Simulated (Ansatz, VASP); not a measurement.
**One calculation of Ru, two programs**

```
Ru
1.0
     2.63280    0.00000    0.00000
    -1.31640    2.28007    0.00000
     0.00000    0.00000    4.43811
Ru
2
Cartesian
  0.0000 1.5200 1.1095
  1.3164 0.7600 3.3286
```

Alike in both runs: task single point; functional PBEsol; k mesh 21 × 21 × 12; occupations gaussian, width 0.15 eV; no spin polarisation.

|  | VASP | Ansatz |
| --- | --- | --- |
| version | VASP 6.6.1 | Ansatz 0.2.0 |
| potentials or method | VASP PAW PBE potentials, release 64 (Ru_pv), cutoff 520 eV | scalar-relativistic, plane waves, PAW |
| valence electrons in the cell | 28 | 32 |

Ansatz gave:

| Item | Value |
| --- | --- |
| gap on the k mesh at the Fermi level (eV) | none |
| pressure (GPa) | 0.9 |
| traceless stress, the component that is largest in VASP (GPa) | -21.66 |

What did VASP give for the same quantities?

gap on the k mesh at the Fermi level (eV): none; pressure (GPa): 0.8; traceless stress, the component that is largest in VASP (GPa): -21.63.

VASP's potentials were made for PBE, not for PBEsol, and Ansatz warns of the same on its side. A gap of «none» marks a metal or a gap that the smearing closes. The functional is the same, so the differences come from potentials, cutoffs and numerics. VASP's potentials hold 28 valence electrons a cell and Ansatz's 32, so a difference there can come from the potentials and not from the codes.
